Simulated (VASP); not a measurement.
Wanted: the native input for a VASP 6.6.1 run.

- Task: single point
- Functional: PBE
- Potentials or basis: VASP PAW PBE potentials, release 64 (Pd)
- Cutoff: 400 eV
- k mesh: 12 × 12 × 1
- Occupations: fermi-dirac, width 0.05 eV
- Spin: no spin polarisation
- Dipole correction: yes
- Further INCAR settings: ALGO = Normal; EDIFF = 1e-06; NBANDS = 22; NELMDL = -8

The structure of Pd lies in POSCAR:

```
Pd
1.0
    2.7888697467      0.0000000000      0.0000000000
    0.0000000000      2.7888697467      0.0000000000
    0.0000000000      0.0000000000     19.9441000000
Pd
3
Direct
    0.0000000000      0.0000000000      0.4011222011
    0.5000000000      0.5000000000      0.5000000000
    0.0000000000      0.0000000000      0.5988777989
```

These files were run (other wordings do the same):

INCAR

```
PREC     = Accurate       # precision mode
ENCUT    = 400            # plane-wave cutoff, eV
EDIFF    = 1E-6           # SCF threshold, eV
ISMEAR   = -1             # smearing method
SIGMA    = 0.05           # smearing width, eV
LREAL    = False          # projectors in reciprocal space
LASPH    = True           # aspherical terms in the spheres
NELM     = 120            # most SCF steps
ALGO     = Normal         # electronic algorithm
ISIF     = 2              # what is computed and relaxed
LWAVE    = False          # write WAVECAR
LCHARG   = False          # write CHGCAR
LDIPOL   = True         
IDIPOL   = 3            
DIPOL    = 0.5 0.5 0.500
GGA      = PE             # functional
NBANDS   = 22             # bands
GGA_COMPAT= False        
NELMDL   = -8
```

KPOINTS

```
regular mesh
0
Gamma
  12 12 1
```

Potentials or basis: VASP PAW PBE potentials, release 64 (Pd).

Run with:

```console
$ cat potpaw_PBE.64/Pd/POTCAR > POTCAR
$ mpirun -np 1 vasp_std > vasp.out
```

It gave:

```json
{"Largest force": "0.175 eV/Å", "Band gap on the k mesh": "zero (band 15 reaches -0.29 eV, above the bottom of band 16 at -1.03 eV)"}
```

Wall time 2 min on 1 thread of Intel(R) Xeon(R) Platinum 8488C (Sapphire Rapids), with other jobs on the host, peak memory 0.22 GiB.
